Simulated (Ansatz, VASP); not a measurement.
## AlCo in VASP and in Ansatz

```
CELL_PARAMETERS angstrom
2.85190 0.00000 0.00000
0.00000 9.01851 0.00000
0.00000 0.00000 9.01851
ATOMIC_POSITIONS crystal
Al 0.00000 0.00000 0.00000
Al 0.00000 0.30000 0.10000
Al 0.00000 0.60000 0.20000
Al 0.00000 0.90000 0.30000
Al 0.00000 0.20000 0.40000
Al 0.00000 0.50000 0.50000
Al 0.00000 0.80000 0.60000
Al 0.00000 0.10000 0.70000
Al 0.00000 0.40000 0.80000
Al 0.00000 0.70000 0.90000
Co 0.50000 0.50000 0.00000
Co 0.50000 0.80000 0.10000
Co 0.50000 0.10000 0.20000
Co 0.50000 0.40000 0.30000
Co 0.50000 0.70000 0.40000
Co 0.50000 0.00000 0.50000
Co 0.50000 0.30000 0.60000
Co 0.50000 0.60000 0.70000
Co 0.50000 0.90000 0.80000
Co 0.50000 0.20000 0.90000
```

Alike in both runs: task single point; functional PBE; k mesh 12 × 4 × 4; occupations gaussian, width 0.1 eV; no spin polarisation.

|  | VASP | Ansatz |
| --- | --- | --- |
| version | VASP 6.6.1 | Ansatz 0.2.0 |
| potentials or method | VASP PAW PBE potentials, release 64 (Al, Co), cutoff 520 eV | scalar-relativistic, plane waves, PAW |
| valence electrons in the cell | 120 | 200 |

```tsv
	VASP	Ansatz	Ansatz less VASP
gap on the k mesh at the Fermi level (eV)	none	none	-
pressure (GPa)	0.0	0.0	+0.01
```

A gap of «none» marks a metal or a gap that the smearing closes. VASP's potentials hold 120 valence electrons a cell and Ansatz's 200, so a difference there can come from the potentials and not from the codes.
